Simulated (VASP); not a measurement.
# HfH8 (I4/mmm) in VASP: further runs

HfH8 is run at these levels: PBE; tasks: single point, relaxation of cell and atoms.

Everything below comes from runs of VASP 6.6.1. Logs are shortened: lines on timing, memory, paths and dates and some standing lists are left out, and cuts for length are marked.

## Step 1: The cell of the first run

It takes space group I4/mmm (No. 139, tetragonal). The conventional cell has a = 5.318 Å, b = 5.318 Å, c = 3.468 Å, α = 90.00°, β = 90.00°, γ = 90.00°. Within 2.9 Å of Hf (site symmetry 4/mmm) lie 16 H at 2.19 to 2.42 Å. H (site symmetry m2m) has 12 H at 1.80 to 2.37 Å and 3 Hf at 2.19 to 2.42 Å within 2.5 Å. H (site symmetry m2m) has 1 H at 0.79 Å within 1.1 Å.

The cell was built from a structure type or drawn by symmetry, and may not be a known phase.

## Step 2: Single point, PBE

The input, INCAR:

```
PREC     = Accurate       # precision mode
ENCUT    = 520            # plane-wave cutoff, eV
EDIFF    = 1E-7           # SCF threshold, eV
ISMEAR   = 0              # smearing method
SIGMA    = 0.1            # smearing width, eV
LREAL    = F              # projectors in reciprocal space
LASPH    = T              # aspherical terms in the spheres
NELM     = 60             # most SCF steps
ALGO     = Normal         # electronic algorithm
ISIF     = 2              # what is computed and relaxed
LWAVE    = F              # write WAVECAR
LCHARG   = F              # write CHGCAR
GGA      = PE             # functional
NBANDS   = 19             # bands
```

The input, KPOINTS:

```
Automatic mesh
0
Gamma
  6 6 6
```

The input, POSCAR:

```
HfH8
1.0
   -2.6587810052      2.6587810052      1.7338810183
    2.6587810052     -2.6587810052      1.7338810183
    2.6587810052      2.6587810052     -1.7338810183
Hf H
1 8
Direct
    0.0000000000      0.0000000000      0.0000000000
    0.3220366062      0.3220366062      0.6440732124
    0.6779633938      0.6779633938      0.3559267876
    0.6779633938      0.3220366062      0.0000000000
    0.0000000000      0.5745412784      0.5745412784
    0.4254587216      0.0000000000      0.4254587216
    0.5745412784      0.0000000000      0.5745412784
    0.0000000000      0.4254587216      0.4254587216
    0.3220366062      0.6779633938      0.0000000000
```

Potentials or basis: VASP PAW PBE potentials, release 64 (Hf_pv, H).

Launch:

```
$ cat potpaw_PBE.64/Hf_pv/POTCAR potpaw_PBE.64/H/POTCAR > POTCAR
$ mpirun -np 1 vasp_std > vasp.out
```

OUTCAR:

```text
PREC = Accurate
   ENCUT = 520
   EDIFF = 1E-7
   ISMEAR = 0
   LREAL = F
   LASPH = T
   NELM = 60
   ISIF = 2
   GGA = PE

 ion  position               nearest neighbor table
   1  0.000  0.000  0.000-   3 2.19   4 2.19   9 2.19   2 2.19   3 2.19   4 2.19   9 2.19   2 2.19
                             8 2.26   5 2.26   6 2.26   7 2.26
   2  0.322  0.322  0.644-   1 2.19   1 2.19
   3  0.678  0.678  0.356-   1 2.19   1 2.19
   4  0.678  0.322  0.000-   1 2.19   1 2.19
   5  0.000  0.575  0.575-   8 0.79   1 2.26
   6  0.425  0.000  0.425-   7 0.79   1 2.26
   7  0.575  0.000  0.575-   6 0.79   1 2.26
   8  0.000  0.425  0.425-   5 0.79   1 2.26
   9  0.322  0.678  0.000-   1 2.19   1 2.19

  LATTYP: Found a body centered tetragonal cell.
 ALAT       =     5.3175620104
 C/A-ratio  =     0.6521338218

  Lattice vectors:

 A1 = (  -2.6587810052,   2.6587810052,   1.7338810183)
 A2 = (   2.6587810052,  -2.6587810052,   1.7338810183)
 A3 = (   2.6587810052,   2.6587810052,  -1.7338810183)

Analysis of symmetry for initial positions (statically):
=====================================================================
 Subroutine PRICEL returns:
 Original cell was already a primitive cell.

 Routine SETGRP: Setting up the symmetry group for a
 body centered tetragonal supercell.

 Subroutine GETGRP returns: Found 16 space group operations
 (whereof 16 operations were pure point group operations)
 out of a pool of 16 trial point group operations.

The static configuration has the point symmetry D_4h.

Analysis of symmetry for dynamics (positions and initial velocities):
=====================================================================
 Subroutine PRICEL returns:
 Original cell was already a primitive cell.

 Routine SETGRP: Setting up the symmetry group for a
 body centered tetragonal supercell.

 Subroutine GETGRP returns: Found 16 space group operations
 (whereof 16 operations were pure point group operations)
 out of a pool of 16 trial point group operations.

The dynamic configuration has the point symmetry D_4h.

 Subroutine INISYM returns: Found 16 space group operations
 (whereof 16 operations are pure point group operations),
 and found     1 'primitive' translations

----------------------------------------------------------------------------------------

                                     Primitive cell

  volume of cell :      49.0280

  direct lattice vectors                    reciprocal lattice vectors
    -2.658781005  2.658781005  1.733881018     0.000000000  0.188056105  0.288370421
     2.658781005 -2.658781005  1.733881018     0.188056105  0.000000000  0.288370421
     2.658781005  2.658781005 -1.733881018     0.188056105  0.188056105  0.000000000

  length of vectors
     4.140600953  4.140600953  4.140600953     0.344271112  0.344271112  0.265951494

  position of ions in fractional coordinates (direct lattice)
     0.000000000  0.000000000  0.000000000
     0.322036606  0.322036606  0.644073212
     0.677963394  0.677963394  0.355926788
     0.677963394  0.322036606  0.000000000
     0.000000000  0.574541278  0.574541278
     0.425458722  0.000000000  0.425458722
     0.574541278  0.000000000  0.574541278
     0.000000000  0.425458722  0.425458722
     0.322036606  0.677963394  0.000000000

  ion indices of the primitive-cell ions
   primitive index   ion index
                 1           1
                 2           2
                 3           3
                 4           4
                 5           5
                 6           6
                 7           7
                 8           8
                 9           9

----------------------------------------------------------------------------------------

 KPOINTS: Automatic mesh

Automatic generation of k-mesh.
 Grid dimensions read from file:
 generate k-points for:    6    6    6

 Generating k-lattice:

  Cartesian coordinates                     Fractional coordinates (reciprocal lattice)
     0.000000000  0.031342684  0.048061737     0.166666667  0.000000000  0.000000000
     0.031342684  0.000000000  0.048061737     0.000000000  0.166666667  0.000000000
     0.031342684  0.031342684  0.000000000     0.000000000  0.000000000  0.166666667

  Length of vectors
     0.057378519  0.057378519  0.044325249

  Shift w.r.t. Gamma in fractional coordinates (k-lattice)
     0.000000000  0.000000000  0.000000000

 Subroutine IBZKPT returns following result:
 ===========================================

 Found     30 irreducible k-points:

 Following reciprocal coordinates:
            Coordinates               Weight
  0.000000  0.000000  0.000000      1.000000
  0.166667  0.000000 -0.000000      8.000000
  0.333333  0.000000 -0.000000      8.000000
  0.500000  0.000000 -0.000000      4.000000
  0.166667  0.166667 -0.000000      8.000000
  0.333333  0.166667  0.000000     16.000000
[... 16 lines left out ...]
 -0.333333 -0.333333  0.166667      8.000000
 -0.166667 -0.333333  0.166667      8.000000
 [... further k-points ...]
   k-points           NKPTS =     30   k-points in BZ     NKDIM =     30   number of bands    NBANDS=     19
   number of dos      NEDOS =    301   number of ions     NIONS =      9
   total plane-waves  NPLWV =  32768
   dimension x,y,z NGX =    32 NGY =   32 NGZ =   32
   dimension x,y,z NGXF=    64 NGYF=   64 NGZF=   64
   ions per type =               1   8
   NGX,Y,Z   is equivalent  to a cutoff of  12.85, 12.85, 12.85 a.u.
   NGXF,Y,Z  is equivalent  to a cutoff of  25.70, 25.70, 25.70 a.u.
 SYSTEM =  unknown system
   PREC   = accura    normal or accurate (medium, high low for compatibility)
   ISTART =      0    job   : 0-new  1-cont  2-samecut
   ICHARG =      2    charge: 1-file 2-atom 10-const
   ISPIN  =      1    spin polarized calculation?
   LNONCOLLINEAR =      F non collinear calculations
   LSORBIT =      F    spin-orbit coupling
   LASPH  =      T    aspherical Exc in radial PAW
   ENCUT  =  520.0 eV  38.22 Ry    6.18 a.u.   7.70  7.70  7.70*2*pi/ulx,y,z
   NELM   =     60;   NELMIN=  2; NELMDL= -5     # of ELM steps
   EDIFF  = 0.1E-06   stopping-criterion for ELM
   LREAL  =      F    real-space projection
   EDIFFG = 0.1E-05   stopping-criterion for IOM
   NSW    =      0    number of steps for IOM
   IBRION =     -1    ionic relax: 0-MD 1-quasi-New 2-CG
   NFREE  =      0    steps in history (QN), initial steepest desc. (CG)
   ISIF   =      2    stress and relaxation
   ISYM   =      2    0-nonsym 1-usesym 2-fastsym
   POTIM  = 0.5000    time-step for ionic-motion
   TEBEG  =    0.0;   TEEND  =   0.0 temperature during run
   PSTRESS=    0.0 pullay stress
   NELECT =      18.0000    total number of electrons
   NUPDOWN=      -1.0000    fix difference up-down
   EMIN   =  10.00;   EMAX   =-10.00  energy-range for DOS
   EFERMI =   0.00;   METHOD = LEGACY
   ISMEAR =     0;   SIGMA  =   0.10  broadening in eV -4-tet -1-fermi 0-gaus
   EFERMI_NEDOS =   21; number of points for ismear=-14 and -15
   IALGO  =     38    algorithm
   IMIX   =      4    mixing-type and parameters
     AMIX     =   0.40;   BMIX     =  1.00
     AMIX_MAG =   1.60;   BMIX_MAG =  1.00
  volume/ion in A,a.u.               =       5.45        36.76
  Fermi-wavevector in a.u.,A,eV,Ry     =   1.172243  2.215217 18.696485  1.374153
  Thomas-Fermi vector in A             =   2.308674
   LORBIT       =      0    0 simple, 1 ext, 2 COOP (PROOUT), +10 PAW based schemes
   GGA     = PE    functional components
   LHFCALC =     F    Hartree Fock is set to
   AEXX    =    0.0000 exact exchange contribution
   IVDW    =     0    specifies the selected vdW correction
   LEPSILON=     F    determine dielectric tensor
   LRPA    =     F    only Hartree local field effects (RPA)
 non-spin polarized calculation
 Gauss-broadening in eV      SIGMA  =   0.10
  energy-cutoff  :      520.00
  volume of cell :       49.03
 maximum number of plane-waves:      1340
   NGX = 15   NGY = 15   NGZ = 15

 number of electron      17.9999998 magnetization

 Free energy of the ion-electron system (eV)
  ---------------------------------------------------
  ext. energy  EPLUGINS =         0.00000000
  ---------------------------------------------------
  free energy    TOTEN  =       -33.56521902 eV

  energy without entropy =      -33.55798901  energy(sigma->0) =      -33.56160401

 E-fermi :   3.3113     XC(G=0): -10.6634

 val. band max:        3.2935656807   @ k =   0.3333   0.1667   0.1667
 cond. band min:       3.4357436476   @ k =  -0.3333   0.3333   0.0000
 fundamental gap:      0.1421779669
 Fermi energy:         3.3113097623

 k-point     1 :       0.0000    0.0000    0.0000
  band No.  band energies     occupation
      1     -28.6039      2.00000
      2     -28.6039      2.00000
      3     -28.3451      2.00000
      4      -9.4915      2.00000
      5      -2.2820      2.00000
      6      -1.5782      2.00000
[... 11 lines left out ...]
     18      14.7826      0.00000
     19      16.7187      0.00000

 k-point     2 :       0.1667    0.0000   -0.0000
  band No.  band energies     occupation
      1     -28.6046      2.00000
      2     -28.6038      2.00000
      3     -28.3967      2.00000
      4      -8.9941      2.00000
      5      -2.1457      2.00000
      6      -1.4927      2.00000
[... 11 lines left out ...]
     18      13.3646      0.00000
     19      14.8104      0.00000

 k-point     3 :       0.3333    0.0000   -0.0000
  band No.  band energies     occupation
      1     -28.6073      2.00000
      2     -28.6036      2.00000
      3     -28.4964      2.00000
      4      -7.6412      2.00000
      5      -3.5534      2.00000
      6      -1.7938      2.00000
[... 434 lines left out ...]
      1     -28.6219      2.00000
      2     -28.6157      2.00000
      3     -28.5006      2.00000
      4      -6.3532      2.00000
      5      -4.5939      2.00000
      6      -3.0243      2.00000
[... 11 lines left out ...]
     18      14.4497      0.00000
     19      14.8071      0.00000

 k-point    24 :      -0.1667   -0.3333    0.1667
  band No.  band energies     occupation
      1     -28.6057      2.00000
      2     -28.6035      2.00000
      3     -28.5467      2.00000
      4      -6.4679      2.00000
      5      -4.9073      2.00000
      6      -1.9981      2.00000
[... 11 lines left out ...]
     18      14.5125      0.00000
     19      14.8175      0.00000

 [... further k-points ...]

------------------------ aborting loop because EDIFF is reached ----------------------------------------

  FORCE on cell =-STRESS in cart. coord.  units (eV):
  Direction    XX          YY          ZZ          XY          YZ          ZX
  --------------------------------------------------------------------------------------
  -------------------------------------------------------------------------------------
  Total       -0.2393570     -0.2393570     -0.2821007      0.0000000      0.0000000      0.0000000
  in kB       -7.8219005     -7.8219005     -9.2187142      0.0000000      0.0000000      0.0000000
  external PRESSURE =      -8.2875051 kB  Pullay stress =       0.0000000 kB

 VOLUME and BASIS-vectors are now :
 -----------------------------------------------------------------------------
  energy-cutoff  :      520.00
  volume of cell :       49.03
      direct lattice vectors                 reciprocal lattice vectors
    -2.658781005  2.658781005  1.733881018     0.000000000  0.188056105  0.288370421
     2.658781005 -2.658781005  1.733881018     0.188056105  0.000000000  0.288370421
     2.658781005  2.658781005 -1.733881018     0.188056105  0.188056105  0.000000000

 POSITION                                       TOTAL-FORCE (eV/Angst)
 -----------------------------------------------------------------------------------
      0.00000      0.00000      0.00000         0.000000      0.000000      0.000000
      1.71245      1.71245      0.00000        -0.010452     -0.010452      0.000000
      0.94633      0.94633      1.73388         0.010452      0.010452     -0.000000
     -0.94633      0.94633      1.73388        -0.010452      0.010452      0.000000
      3.05516      0.00000      0.00000         0.014249      0.000000      0.000000
      0.00000      2.26240      0.00000         0.000000     -0.014249      0.000000
      0.00000      3.05516      0.00000         0.000000      0.014249      0.000000
      2.26240      0.00000      0.00000        -0.014249      0.000000      0.000000
      0.94633     -0.94633      1.73388         0.010452     -0.010452      0.000000
 -----------------------------------------------------------------------------------
    total drift:                                0.000000      0.000000      0.000000

  FREE ENERGIE OF THE ION-ELECTRON SYSTEM (eV)
  ---------------------------------------------------
  free  energy   TOTEN  =       -33.5652190154 eV

  energy  without entropy=      -33.5579890114  energy(sigma->0) =      -33.56160401
```

Run time: 48 s. Hardware: 1 thread of Oxide Virtual Turin-like, shared host; peak memory 0.15 GiB.

What came out:

| Item | Value |
| --- | --- |
| Free energy | -33.5652 eV |
| Pressure | -0.8 GPa |
| Largest force | 0.015 eV/Å |
| Band gap on the k mesh | zero (bands 9 and 10 overlap by 2.68 eV) |

Forces on the atoms (eV/Å):
```
Hf   0.000  0.000  0.000
H   -0.010 -0.010  0.000
H    0.010  0.010  0.000
H   -0.010  0.010  0.000
H    0.014  0.000  0.000
H    0.000 -0.014  0.000
H    0.000  0.014  0.000
H   -0.014  0.000  0.000
H    0.010 -0.010  0.000
```

Stress tensor (GPa, compression positive):
```
-0.78  0.00  0.00
 0.00 -0.78  0.00
 0.00  0.00 -0.92
```

Caveat: the k points lie up to 0.36 Å⁻¹ apart, too coarse for converged energies and pressures of a metal; spin-orbit coupling is left out, which moves the levels of the heavy elements.

[end of part 1 of 2]
